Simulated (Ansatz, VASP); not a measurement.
# Ti in VASP and in Ansatz

```
Ti
1.0
     0.00000    2.07060    2.03000
     2.07060    0.00000    2.03000
     2.07060    2.07060    0.00000
Ti
1
Direct
  0.00000 0.00000 0.00000
```

Change from the starting cell: strain_xy = 0.02.

Alike in both runs: task single point; functional PBEsol; k mesh 11 × 11 × 11; occupations fermi-dirac, width 0.05 eV; no spin polarisation.

|  | VASP | Ansatz |
| --- | --- | --- |
| version | VASP 6.6.1 | Ansatz 0.2.0 |
| potentials or method | VASP PAW PBE potentials, release 64 (Ti_sv), cutoff 500 eV | all-electron LAPW, scalar-relativistic |

Ansatz gave:

```
gap on the k mesh at the Fermi level (eV)                     : none
pressure (GPa)                                                : -4.7
traceless stress, the component that is largest in VASP (GPa) : 0.81
```

Which values does VASP return?

gap on the k mesh at the Fermi level (eV): none; pressure (GPa): -4.9; traceless stress, the component that is largest in VASP (GPa): 0.81.

VASP's potentials were made for PBE, not for PBEsol. A gap of «none» marks a metal or a gap that the smearing closes. Ansatz ran all-electron here, and VASP with PAW potentials.
